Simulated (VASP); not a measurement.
# C (Fd-3m) in VASP: notebook, part 2 of 2

VASP 6.6.1.

**5. Single point, PBEsol**

This run uses another cell than the first one, of 5.55 Å³/atom, 1.031 times its volume.

Input file INCAR:

```
PREC     = Accurate       # precision mode
ENCUT    = 520            # plane-wave cutoff, eV
EDIFF    = 1E-6           # SCF threshold, eV
ISMEAR   = -1             # smearing method
SIGMA    = 0.05           # smearing width, eV
LREAL    = F              # projectors in reciprocal space
LASPH    = T              # aspherical terms in the spheres
NELM     = 60             # most SCF steps
ALGO     = Normal         # electronic algorithm
ISIF     = 2              # what is computed and relaxed
LWAVE    = F              # write WAVECAR
LCHARG   = F              # write CHGCAR
GGA      = PS             # functional
NBANDS   = 11             # bands
```

Input file KPOINTS:

```
regular mesh
0
Gamma
  13 13 13
```

Input file POSCAR:

```
C
1.0
    0.0000000000      1.7705132738      1.7705132738
    1.7705132738      0.0000000000      1.7705132738
    1.7705132738      1.7705132738      0.0000000000
C
2
Direct
    0.7500000000      0.7500000000      0.7500000000
    0.5000000000      0.5000000000      0.5000000000
```

Potentials or basis: VASP PAW PBE potentials, release 64 (C).

Command:

```sh
$ cat potpaw_PBE.64/C/POTCAR > POTCAR
$ mpirun -np 1 vasp_std > vasp.out
```

OUTCAR:

```text
PREC = Accurate
   ENCUT = 520
   EDIFF = 1E-6
   ISMEAR = -1
   LREAL = F
   LASPH = T
   NELM = 60
   ISIF = 2
   GGA = PS

 ion  position               nearest neighbor table
   1  0.750  0.750  0.750-   2 1.53   2 1.53   2 1.53   2 1.53
   2  0.500  0.500  0.500-   1 1.53   1 1.53   1 1.53   1 1.53

  LATTYP: Found a face centered cubic cell.
 ALAT       =     3.5410265476

  Lattice vectors:

 A1 = (   0.0000000000,   1.7705132738,   1.7705132738)
 A2 = (   1.7705132738,   0.0000000000,   1.7705132738)
 A3 = (   1.7705132738,   1.7705132738,   0.0000000000)

Analysis of symmetry for initial positions (statically):
=====================================================================
 Subroutine PRICEL returns:
 Original cell was already a primitive cell.

 Routine SETGRP: Setting up the symmetry group for a
 face centered cubic supercell.

 Subroutine GETGRP returns: Found 48 space group operations
 (whereof 24 operations were pure point group operations)
 out of a pool of 48 trial point group operations.

The static configuration has the point symmetry T_d .
 The point group associated with its full space group is O_h .

Analysis of symmetry for dynamics (positions and initial velocities):
=====================================================================
 Subroutine PRICEL returns:
 Original cell was already a primitive cell.

 Routine SETGRP: Setting up the symmetry group for a
 face centered cubic supercell.

 Subroutine GETGRP returns: Found 48 space group operations
 (whereof 24 operations were pure point group operations)
 out of a pool of 48 trial point group operations.

The dynamic configuration has the point symmetry T_d .
 The point group associated with its full space group is O_h .

 Subroutine INISYM returns: Found 48 space group operations
 (whereof 24 operations are pure point group operations),
 and found     1 'primitive' translations

----------------------------------------------------------------------------------------

                                     Primitive cell

  volume of cell :      11.1001

  direct lattice vectors                    reciprocal lattice vectors
     0.000000000  1.770513274  1.770513274    -0.282403983  0.282403983  0.282403983
     1.770513274  0.000000000  1.770513274     0.282403983 -0.282403983  0.282403983
     1.770513274  1.770513274  0.000000000     0.282403983  0.282403983 -0.282403983

  length of vectors
     2.503883884  2.503883884  2.503883884     0.489138046  0.489138046  0.489138046

  position of ions in fractional coordinates (direct lattice)
     0.750000000  0.750000000  0.750000000
     0.500000000  0.500000000  0.500000000

  ion indices of the primitive-cell ions
   primitive index   ion index
                 1           1
                 2           2

----------------------------------------------------------------------------------------

 KPOINTS: regular mesh

Automatic generation of k-mesh.
 Grid dimensions read from file:
 generate k-points for:   13   13   13

 Generating k-lattice:

  Cartesian coordinates                     Fractional coordinates (reciprocal lattice)
    -0.021723383  0.021723383  0.021723383     0.076923077  0.000000000  0.000000000
     0.021723383 -0.021723383  0.021723383     0.000000000  0.076923077  0.000000000
     0.021723383  0.021723383 -0.021723383     0.000000000  0.000000000  0.076923077

  Length of vectors
     0.037626004  0.037626004  0.037626004

  Shift w.r.t. Gamma in fractional coordinates (k-lattice)
     0.000000000  0.000000000  0.000000000

 Subroutine IBZKPT returns following result:
 ===========================================

 Found     84 irreducible k-points:

 Following reciprocal coordinates:
            Coordinates               Weight
  0.000000  0.000000  0.000000      1.000000
  0.076923  0.000000  0.000000      8.000000
  0.153846  0.000000  0.000000      8.000000
  0.230769  0.000000  0.000000      8.000000
  0.307692  0.000000  0.000000      8.000000
  0.384615  0.000000  0.000000      8.000000
[... 16 lines left out ...]
  0.384615  0.153846  0.000000     24.000000
  0.461538  0.153846  0.000000     24.000000
 [... further k-points ...]
   k-points           NKPTS =     84   k-points in BZ     NKDIM =     84   number of bands    NBANDS=     11
   number of dos      NEDOS =    301   number of ions     NIONS =      2
   total plane-waves  NPLWV =   8000
   dimension x,y,z NGX =    20 NGY =   20 NGZ =   20
   dimension x,y,z NGXF=    40 NGYF=   40 NGZF=   40
   ions per type =               2
   NGX,Y,Z   is equivalent  to a cutoff of  13.28, 13.28, 13.28 a.u.
   NGXF,Y,Z  is equivalent  to a cutoff of  26.56, 26.56, 26.56 a.u.
 SYSTEM =  unknown system
   PREC   = accura    normal or accurate (medium, high low for compatibility)
   ISTART =      0    job   : 0-new  1-cont  2-samecut
   ICHARG =      2    charge: 1-file 2-atom 10-const
   ISPIN  =      1    spin polarized calculation?
   LNONCOLLINEAR =      F non collinear calculations
   LSORBIT =      F    spin-orbit coupling
   LASPH  =      T    aspherical Exc in radial PAW
   ENCUT  =  520.0 eV  38.22 Ry    6.18 a.u.   4.66  4.66  4.66*2*pi/ulx,y,z
   NELM   =     60;   NELMIN=  2; NELMDL= -5     # of ELM steps
   EDIFF  = 0.1E-05   stopping-criterion for ELM
   LREAL  =      F    real-space projection
   EDIFFG = 0.1E-04   stopping-criterion for IOM
   NSW    =      0    number of steps for IOM
   IBRION =     -1    ionic relax: 0-MD 1-quasi-New 2-CG
   NFREE  =      0    steps in history (QN), initial steepest desc. (CG)
   ISIF   =      2    stress and relaxation
   ISYM   =      2    0-nonsym 1-usesym 2-fastsym
   POTIM  = 0.5000    time-step for ionic-motion
   TEBEG  =    0.0;   TEEND  =   0.0 temperature during run
   PSTRESS=    0.0 pullay stress
   NELECT =       8.0000    total number of electrons
   NUPDOWN=      -1.0000    fix difference up-down
   EMIN   =  10.00;   EMAX   =-10.00  energy-range for DOS
   EFERMI =   0.00;   METHOD = LEGACY
   ISMEAR =    -1;   SIGMA  =   0.05  broadening in eV -4-tet -1-fermi 0-gaus
   EFERMI_NEDOS =   21; number of points for ismear=-14 and -15
   IALGO  =     38    algorithm
   IMIX   =      4    mixing-type and parameters
     AMIX     =   0.40;   BMIX     =  1.00
     AMIX_MAG =   1.60;   BMIX_MAG =  1.00
  volume/ion in A,a.u.               =       5.55        37.45
  Fermi-wavevector in a.u.,A,eV,Ry     =   1.467785  2.773711 29.312275  2.154391
  Thomas-Fermi vector in A             =   2.583361
   LORBIT       =      0    0 simple, 1 ext, 2 COOP (PROOUT), +10 PAW based schemes
   GGA     = PS    functional components
   LHFCALC =     F    Hartree Fock is set to
   AEXX    =    0.0000 exact exchange contribution
   IVDW    =     0    specifies the selected vdW correction
   LEPSILON=     F    determine dielectric tensor
   LRPA    =     F    only Hartree local field effects (RPA)
 non-spin polarized calculation
  energy-cutoff  :      520.00
  volume of cell :       11.10
 maximum number of plane-waves:       307
   NGX =  9   NGY =  9   NGZ =  9

 number of electron       7.9999999 magnetization

 Free energy of the ion-electron system (eV)
  ---------------------------------------------------
  ext. energy  EPLUGINS =         0.00000000
  ---------------------------------------------------
  free energy    TOTEN  =       -19.24684182 eV

  energy without entropy =      -19.24684182  energy(sigma->0) =      -19.24684182

 E-fermi :  10.8940     XC(G=0): -13.5403

 val. band max:       10.0259014974   @ k =   0.0000   0.0000   0.0000
 cond. band min:      14.0856309809   @ k =   0.3846   0.3846   0.0000
 fundamental gap:      4.0597294834
 Fermi energy:        10.8940386295

 k-point     1 :       0.0000    0.0000    0.0000
  band No.  band energies     occupation
      1     -11.7901      2.00000
      2      10.0259      2.00000
      3      10.0259      2.00000
      4      10.0259      2.00000
      5      15.6248      0.00000
      6      15.6248      0.00000
      7      15.6248      0.00000
      8      23.8925      0.00000
      9      29.2653      0.00000
     10      36.7352      0.00000
     11      36.7353      0.00000
[... 309 lines left out ...]
 k-point    24 :       0.4615    0.1538    0.0000
  band No.  band energies     occupation
      1      -6.6666      2.00000
      2      -1.4421      2.00000
      3       5.5072      2.00000
      4       6.0168      2.00000
      5      17.0848      0.00000
      6      20.7031      0.00000
      7      21.1719      0.00000
      8      24.0198      0.00000
      9      30.6705      0.00000
     10      33.5873      0.00000
     11      37.2471      0.00000

 [... further k-points ...]
[... 5 lines left out ...]
  --------------------------------------------------------------------------------------
  -------------------------------------------------------------------------------------
  Total        0.4238119      0.4238119      0.4238119      0.0000000      0.0000000      0.0000000
  in kB       61.1724855     61.1724855     61.1724855      0.0000000      0.0000000      0.0000000
  external PRESSURE =      61.1724855 kB  Pullay stress =       0.0000000 kB

 VOLUME and BASIS-vectors are now :
 -----------------------------------------------------------------------------
  energy-cutoff  :      520.00
  volume of cell :       11.10
      direct lattice vectors                 reciprocal lattice vectors
     0.000000000  1.770513274  1.770513274    -0.282403983  0.282403983  0.282403983
     1.770513274  0.000000000  1.770513274     0.282403983 -0.282403983  0.282403983
     1.770513274  1.770513274  0.000000000     0.282403983  0.282403983 -0.282403983

 POSITION                                       TOTAL-FORCE (eV/Angst)
 -----------------------------------------------------------------------------------
      2.65577      2.65577      2.65577         0.000000      0.000000      0.000000
      1.77051      1.77051      1.77051        -0.000000     -0.000000     -0.000000
 -----------------------------------------------------------------------------------
    total drift:                                0.000000     -0.000000      0.000000

  FREE ENERGIE OF THE ION-ELECTRON SYSTEM (eV)
  ---------------------------------------------------
  free  energy   TOTEN  =       -19.2468418177 eV

  energy  without entropy=      -19.2468418176  energy(sigma->0) =      -19.24684182
```

Run time: 16 s. Hardware: 1 thread of AMD EPYC 7R43 (Zen 3), shared host; peak memory 0.08 GiB.

Results:

```yaml
Free_energy: -19.2468 eV
Pressure: 6.1 GPa
Band_gap_on_the_k_mesh: 4.06 eV, indirect (least direct gap 5.60 eV)
```

Caveat: the PAW data sets were made with another functional, which shifts forces and pressure a little.

**6. Summary**

```tsv
cell	gap on the mesh (eV)	pressure (GPa)
a = 2.479 Å, angles 60.0°, 2 atoms	4.13	21.2
a = 2.463 Å, angles 60.0°, 2 atoms	4.17	31.3
a = 2.513 Å, angles 60.0°, 2 atoms	4.04	1.1
a = 2.504 Å, angles 60.0°, 2 atoms	4.06	6.1
```

Alike in all rows: task single point; level PBEsol; potentials or basis VASP PAW PBE potentials, release 64 (C); no spin polarisation; k mesh 13 × 13 × 13; cutoff (eV) 520; smearing fermi-dirac 0.05 eV.

Caveats: the PAW data sets were made with another functional, which shifts forces and pressure a little.

Absolute energies hang on the potentials; compare differences alone.
